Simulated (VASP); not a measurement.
Input of a VASP 6.6.1 run:

Contents of POSCAR:

```
TaN
1.0
    0.0000000000      2.0703628995      2.0703628995
    2.0703628995      0.0000000000      2.0703628995
    2.0703628995      2.0703628995      0.0000000000
Ta N
1 1
Direct
    0.5000000000      0.5000000000      0.5000000000
    0.0000000000      0.0000000000      0.0000000000
```

The input INCAR.step1:

```
ALGO     = Normal         # electronic algorithm
EDIFF    = 1E-4           # SCF threshold, eV
ENCUT    = 600            # plane-wave cutoff, eV
GGA      = PE             # functional
ISMEAR   = 0              # smearing method
LASPH    = T              # aspherical terms in the spheres
LCHARG   = F              # write CHGCAR
LREAL    = F              # projectors in reciprocal space
LWAVE    = T              # write WAVECAR
NELM     = 80             # most SCF steps
PREC     = Accurate       # precision mode
SIGMA    = 0.1            # smearing width, eV
```

INCAR.step2

```
ALGO     = Normal         # electronic algorithm
EDIFF    = 1E-7           # SCF threshold, eV
EDIFFG   = -0.008         # ionic threshold
ENCUT    = 600            # plane-wave cutoff, eV
IBRION   = 2              # ionic algorithm
ISIF     = 3              # what is computed and relaxed
ISMEAR   = 0              # smearing method
ISTART   = 1            
LASPH    = T              # aspherical terms in the spheres
LCHARG   = F              # write CHGCAR
LMIXTAU  = T            
LREAL    = F              # projectors in reciprocal space
LWAVE    = F              # write WAVECAR
METAGGA  = R2SCAN         # meta-GGA
NELM     = 80             # most SCF steps
NSW      = 70             # ionic steps
PREC     = Accurate       # precision mode
PSTRESS  = 900.0        
SIGMA    = 0.1            # smearing width, eV
```

KPOINTS

```
k-points
0
Gamma
  18 18 18
```

Potentials or basis: VASP PAW PBE potentials, release 64 (Ta_pv, N).

Command:

```sh
$ cat potpaw_PBE.64/Ta_pv/POTCAR potpaw_PBE.64/N/POTCAR > POTCAR
$ cp INCAR.step1 INCAR
$ mpirun -np 1 vasp_std > vasp.out
$ cp INCAR.step2 INCAR
$ mpirun -np 1 vasp_std > vasp.out
```

Task: What does it give for the relaxed volume?

Result: 8.97 Å³/atom.

Task: Estimate the relaxed cell.

Result: a = 2.938 Å, b = 2.938 Å, c = 2.938 Å, α = 60.00°, β = 60.00°, γ = 60.00°.

Task: Predict the space group after relaxing (to 0.1 Å).

Result: Fm-3m (No. 225).

Final structure:
```cif
data_structure
_symmetry_space_group_name_H-M 'P 1'
_symmetry_Int_Tables_number 1
_cell_length_a 2.9379
_cell_length_b 2.9379
_cell_length_c 2.9379
_cell_angle_alpha 60.000
_cell_angle_beta 60.000
_cell_angle_gamma 60.000
_cell_volume 17.93
loop_
_atom_site_label
_atom_site_type_symbol
_atom_site_fract_x
_atom_site_fract_y
_atom_site_fract_z
_atom_site_occupancy
Ta1 Ta 0.50000 0.50000 0.50000 1
N1 N 0.00000 0.00000 0.00000 1
```

Caveat: the cell is relaxed towards a set pressure, so the run minimises the enthalpy, not the energy; the PAW data sets were made with another functional, which shifts forces and pressure a little. Zero-point motion and thermal expansion aren't in these numbers.
